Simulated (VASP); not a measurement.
SnSe: single point with PBEsol

SnSe:

```
Sn Se
1.0
     0.00000    2.92749    2.92749
     2.92749    0.00000    2.92749
     2.92749    2.92749    0.00000
Sn Se
1 1
Cartesian
  0.0000 0.0000 0.0000
  2.9275 2.9275 2.9275
```

| Property | Result |
| --- | --- |
| Program | VASP 6.6.1 |
| Task | single point |
| Functional | PBEsol |
| Potentials or basis | VASP PAW PBE potentials, release 64 (Sn_d, Se) |
| Cutoff | 500 eV |
| k mesh | 6 × 6 × 6 |
| Occupations | gaussian, width 0.01 eV |
| Spin | no spin polarisation |
| Dipole correction | no |
| Further INCAR settings | ALGO = Normal; EDIFF = 1e-06; NBANDS = 17 |

```json
{
  "Pressure": "2.5 GPa",
  "Band gap on the k mesh": "1.04 eV, direct"
}
```

Levels at points of the mesh, in eV from the valence-band top:
```
           k point  band 6  band 7  band 8  band 9  band 10  band 11  band 12  band 13  band 14  band 15
(0.00, 0.00, 0.00)  -14.34   -4.68   -2.29   -2.29    -2.29     4.75     4.75     4.75     5.85     5.85
(0.50, 0.00, 0.00)  -13.21   -8.39   -2.02   -2.02     0.00     1.04     1.30     1.30     8.50    10.43
(0.50, 0.50, 0.00)  -12.84   -5.96   -5.91   -3.91    -3.91     2.78     5.95     5.95     6.62    10.87
```

Wall time 22 s on 1 thread of Intel Xeon 8259CL, with other jobs on the host, peak memory 0.17 GiB.

Caveat: the PAW data sets were made with another functional, which shifts forces and pressure a little; spin-orbit coupling is left out, which moves the levels of the heavy elements. A k mesh can miss the band edges.
